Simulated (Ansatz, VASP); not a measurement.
One calculation of Hf, two programs

INCAR

```
SYSTEM = Hf
PREC = Accurate
ENCUT = 600
EDIFF = 1E-6
ISMEAR = 0
SIGMA = 0.1
LREAL = .FALSE.
LASPH = .TRUE.
NELM = 100
ALGO = Fast
ISIF = 3
LWAVE = .FALSE.
LCHARG = .FALSE.
GGA = CA
IBRION = 2
NSW = 100
EDIFFG = -0.002
```

The input KPOINTS:

```
regular mesh
0
G
  12 12 8
  0 0 0
```

The input POSCAR:

```
Hf
1.0
    3.1923846300      0.0000000000      0.0000000000
   -1.5961923200      2.7646861900      0.0000000000
    0.0000000000      0.0000000000      5.0450416400
Hf
2
Direct
    0.3333333300      0.6666666700      0.2500000000
    0.6666666700      0.3333333300      0.7500000000
```

Input for Ansatz:

```yaml
crystal:
  lattice:
    - [3.19238463, 0.0, 0.0]
    - [-1.59619232, 2.76468619, 0.0]
    - [0.0, 0.0, 5.04504164]
  atoms:
    - { symbol: Hf, position: [0.33333333, 0.66666667, 0.25] }
    - { symbol: Hf, position: [0.66666667, 0.33333333, 0.75] }
basis:
  ecutwfc: 420
kpoints:
  mp_grid: { grid: [12, 12, 8] }
hamiltonian:
  xc: lda
  pseudopotentials: { kind: paw, azcp: { folder: soft_1 } }
scf:
  occupations: { method: gaussian, width: 0.1 }
output:
  forces: true
  stress: true
  eigenvalues: true
relax:
  adjacent_minimum: "off"
  f_tol: 0.002
  max_steps: 80
  cell: { stress_tol: 0.02 }
```

Alike in both runs: task relaxation of cell and atoms; functional LDA; k mesh 12 × 12 × 8; occupations gaussian, width 0.1 eV; no spin polarisation.

|  | VASP | Ansatz |
| --- | --- | --- |
| version | VASP 6.6.1 | Ansatz 0.2.0 |
| potentials or method | VASP PAW LDA potentials, release 64 (Hf_pv), cutoff 600 eV | scalar-relativistic, plane waves, PAW |
| valence electrons in the cell | 20 | 52 |

|  | VASP | Ansatz | Ansatz less VASP |
| --- | --- | --- | --- |
| gap on the k mesh at the Fermi level, each at its own relaxed structure (eV) | none | none | - |
| relaxed volume (Å³/atom) | 20.84 | 20.83 | -0.012 |
| relaxed length of the cell vector where the two differ most in proportion (Å) | 3.119 | 3.118 | -0.0008 |

Ansatz warns that its potentials were made for another functional, while VASP's fit it. LDA's correlation is that of Perdew and Zunger in VASP and of Perdew and Wang (1992) in Ansatz. A gap of «none» marks a metal or a gap that the smearing closes. VASP's potentials hold 20 valence electrons a cell and Ansatz's 52, so a difference there can come from the potentials and not from the codes.

Spin-orbit coupling is off throughout.
